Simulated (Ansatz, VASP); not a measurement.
**Al3Cu2: VASP beside Ansatz**

The input INCAR:

```
ALGO     = Fast           # electronic algorithm
EDIFF    = 1E-6           # SCF threshold, eV
ENCUT    = 520            # plane-wave cutoff, eV
GGA      = PS             # functional
ISIF     = 2              # what is computed and relaxed
ISMEAR   = 0              # smearing method
LASPH    = T              # aspherical terms in the spheres
LCHARG   = F              # write CHGCAR
LREAL    = F              # projectors in reciprocal space
LWAVE    = F              # write WAVECAR
NBANDS   = 24             # bands
NELM     = 100            # most SCF steps
PREC     = Accurate       # precision mode
SIGMA    = 0.1            # smearing width, eV
```

Contents of KPOINTS:

```
k-points
0
Gamma
  6 6 4
```

The input POSCAR:

```
Al3Cu2
1.0
    4.0472680556      0.0074024528      0.0200421321
   -2.0172233156      3.4831102312     -0.0120505430
    0.0244543287     -0.0028593368      4.9807017204
Al Cu
3 2
Direct
   -0.0008572511     -0.0022964813     -0.0037870460
    0.3239394096      0.6152035583      0.3246428018
    0.6361111384      0.3216370404      0.6524015193
    0.2936928577      0.6558659016      0.8549848793
    0.6488481480      0.2910866889      0.1295631523
```

Input for Ansatz:

```yaml
crystal:
  lattice:
    - [4.0472680556, 0.0074024528, 0.0200421321]
    - [-2.0172233156, 3.4831102312, -0.012050543]
    - [0.0244543287, -0.0028593368, 4.9807017204]
  atoms:
    - { symbol: Al, position: [-0.0008572511, -0.0022964813, -0.003787046] }
    - { symbol: Al, position: [0.3239394096, 0.6152035583, 0.3246428018] }
    - { symbol: Al, position: [0.6361111384, 0.3216370404, 0.6524015193] }
    - { symbol: Cu, position: [0.2936928577, 0.6558659016, 0.8549848793] }
    - { symbol: Cu, position: [0.648848148, 0.2910866889, 0.1295631523] }
basis:
  ecutwfc: 420
kpoints:
  mp_grid: { grid: [6, 6, 4] }
hamiltonian:
  xc: pbesol
scf:
  occupations: { method: gaussian, width: 0.1 }
output:
  forces: true
  stress: true
  eigenvalues: true
```

Change from the starting cell: kmesh displaced: [6, 6, 4] Gamma-centred.

Alike in both runs: task single point; functional PBEsol; k mesh 6 × 6 × 4; occupations gaussian, width 0.1 eV; no spin polarisation.

|  | VASP | Ansatz |
| --- | --- | --- |
| version | VASP 6.6.1 | Ansatz 0.2.0 |
| potentials or method | VASP PAW PBE potentials, release 64 (Al, Cu), cutoff 520 eV | scalar-relativistic, plane waves, PAW |
| valence electrons in the cell | 31 | 47 |

Ansatz gave:

* gap on the k mesh at the Fermi level (eV): none
* pressure (GPa): 6.7
* traceless stress, the component that is largest in VASP (GPa): -3.05
* rms of the force components (eV/Å): 0.788

**Question.** Estimate VASP's values.

**Answer.** gap on the k mesh at the Fermi level (eV): none; pressure (GPa): 7.1; traceless stress, the component that is largest in VASP (GPa): -3.06; rms of the force components (eV/Å): 0.792.

VASP's potentials were made for PBE, not for PBEsol. Atom by atom the forces differ by 0.005 eV/Å (rms over components). A gap of «none» marks a metal or a gap that the smearing closes. VASP's potentials hold 31 valence electrons a cell and Ansatz's 47, so a difference there can come from the potentials and not from the codes.
